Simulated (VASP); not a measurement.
The system is TePb.

```
Pb Te
1.0
     4.00229    0.00000    0.00000
     0.00000    4.00229    0.00000
     0.00000    0.00000    4.00229
Pb Te
1 1
Direct
  0.00000 0.00000 0.00000
  0.50000 0.50000 0.50000
```

```yaml
Program: VASP 6.6.1
Task: relaxation of cell and atoms
Functional: BLYP
Potentials_or_basis: VASP PAW PBE potentials, release 64 (Pb_d, Te)
Cutoff: 600 eV
k_mesh: 7 × 7 × 7
Occupations: fermi-dirac, width 0.05 eV
Spin: no spin polarisation
```

At the start: pressure 3.9 GPa; volume 32.05 Å³/atom.

How do energy, volume and symmetry change on relaxing?

Over 3 steps the energy falls by 34.7 meV/atom and the volume is 35.16 Å³/atom (+9.7 %); space group Pm-3m (No. 221, to 0.05 Å).

The path:
```tsv
step	energy change (eV)	largest force (eV/Å)	pressure (GPa)	volume (Å³)
1	0.0000	0.0000	3.87	64.11
2	-0.0672	0.0000	-0.58	71.56
3	-0.0694	0.0000	0.01	70.31
```

Final structure:
```
CELL_PARAMETERS angstrom
4.12736 0.00000 0.00000
0.00000 4.12736 0.00000
0.00000 0.00000 4.12736
ATOMIC_POSITIONS crystal
Pb 0.00000 0.00000 0.00000
Te 0.50000 0.50000 0.50000
```

Caveat: the PAW data sets were made with another functional, which shifts forces and pressure a little.
